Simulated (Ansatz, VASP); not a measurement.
**Ge in VASP and in Ansatz**

```
Ge
1.0
     0.00000    2.72000    2.72000
     2.72000    0.00000    2.72000
     2.72000    2.72000    0.00000
Ge
2
Direct
  0.50000 0.50000 0.50000
  0.75000 0.75000 0.75000
```

Alike in both runs: task single point; functional PBE; k mesh 14 × 14 × 14; occupations gaussian, width 0.1 eV; no spin polarisation.

|  | VASP | Ansatz |
| --- | --- | --- |
| version | VASP 6.6.1 | Ansatz 0.2.0 |
| potentials or method | VASP PAW PBE potentials, release 64 (Ge_d), cutoff 520 eV | scalar-relativistic, plane waves, PAW |
| valence electrons in the cell | 28 | 28 |

```tsv
	VASP	Ansatz	Ansatz less VASP
gap on the k mesh at the Fermi level (eV)	0.39	0.39	-0.005
least direct gap on the mesh (eV)	1.16	1.15	-0.010
pressure (GPa)	15.3	15.4	+0.10
```
